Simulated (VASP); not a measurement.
CuI, 4 atoms in the cell. Symmetry: Cmcm, No. 63, orthorhombic system. Conventional cell: a = 7.466 Å, b = 7.422 Å, c = 4.436 Å, α = 90.00°, β = 90.00°, γ = 90.00°. Within 3.3 Å of Cu (site symmetry m2m) lie 2 Cu at 2.51 Å and 3 I at 2.59 to 2.63 Å. Within 3.4 Å of I (site symmetry m2m) lie 3 Cu at 2.59 to 2.63 Å.  This cell differs from its parent crystal: zz strain of +3 %.

- Program: VASP 6.6.1
- Task: single point
- Functional: LDA
- Potentials or basis: VASP PAW LDA potentials, release 64 (Cu, I)
- Cutoff: 520 eV
- k mesh: 5 × 5 × 6
- Occupations: fermi-dirac, width 0.02 eV
- Spin: no spin polarisation
- Dipole correction: no
- Further INCAR settings: ALGO = Normal; EDIFF = 1e-06; NBANDS = 26

Potentials or basis: VASP PAW LDA potentials, release 64 (Cu, I).

Launch:

```console
$ cat potpaw_LDA.64/Cu/POTCAR potpaw_LDA.64/I/POTCAR > POTCAR
$ mpirun -np 1 vasp_std > vasp.out
```

Hardware: 1 thread of Intel(R) Xeon(R) Platinum 8259CL CPU @ 2.50GHz (Skylake/Cascade Lake), on a shared host.

Estimate the wall time of this run.

Wall time 2.1 min on 1 thread of Intel(R) Xeon(R) Platinum 8259CL CPU @ 2.50GHz (Skylake/Cascade Lake) (shared host), peak memory 0.26 GiB. Counts: scf iterations 14, k points 36.
